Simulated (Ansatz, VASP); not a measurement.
# Two plane-wave programs on Zr

```
Zr
1.0
    -1.81000    1.81000    1.81000
     1.81000   -1.81000    1.81000
     1.81000    1.81000   -1.81000
Zr
1
Direct
  0.00000 0.00000 0.00000
```

Alike in both runs: task electric field gradients; functional PBEsol; k mesh 14 × 14 × 14; occupations fermi-dirac, width 0.08 eV; no spin polarisation.

|  | VASP | Ansatz |
| --- | --- | --- |
| version | VASP 6.6.1 | Ansatz 0.2.0 |
| potentials or method | VASP PAW PBE potentials, release 64 (Zr_sv) | PAW with Ansatz's default frozen-core files, scalar-relativistic |
| plane-wave cutoff (eV) | 520 | 420 |
| valence electrons in the cell | 12 | 12 |

VASP gave:

```
pressure (GPa) : -6.6
```

Task: Estimate Ansatz's values.

Result: Pressure (GPa): -6.7.

VASP's potentials were made for PBE, not for PBEsol.
